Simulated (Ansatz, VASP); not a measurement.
# Two plane-wave programs on I

```
I
1.0
     2.37739   -3.63429   -0.15988
     2.37739    3.63429   -0.15988
    -1.66807    0.00000    2.41857
I
1
Direct
  0.50000 0.50000 0.50000
```

Alike in both runs: task relaxation of cell and atoms; functional LDA; k mesh 12 × 12 × 18; occupations gaussian, width 0.1 eV; no spin polarisation.

|  | VASP | Ansatz |
| --- | --- | --- |
| version | VASP 6.6.1 | Ansatz 0.2.0 |
| potentials or method | VASP PAW LDA potentials, release 64 (I), cutoff 600 eV | scalar-relativistic, plane waves, PAW |
| valence electrons in the cell | 7 | 17 |

|  | VASP | Ansatz | Ansatz less VASP |
| --- | --- | --- | --- |
| gap on the k mesh at the Fermi level, each at its own relaxed structure (eV) | none | none | - |
| relaxed volume (Å³/atom) | 36.49 | 36.44 | -0.054 |
| relaxed length of the cell vector where the two differ most in proportion (Å) | 2.917 | 2.921 | +0.0046 |

LDA's correlation is that of Perdew and Zunger in VASP and of Perdew and Wang (1992) in Ansatz. A gap of «none» marks a metal or a gap that the smearing closes. VASP's potentials hold 7 valence electrons a cell and Ansatz's 17, so a difference there can come from the potentials and not from the codes.

Neither program's run includes spin-orbit coupling.
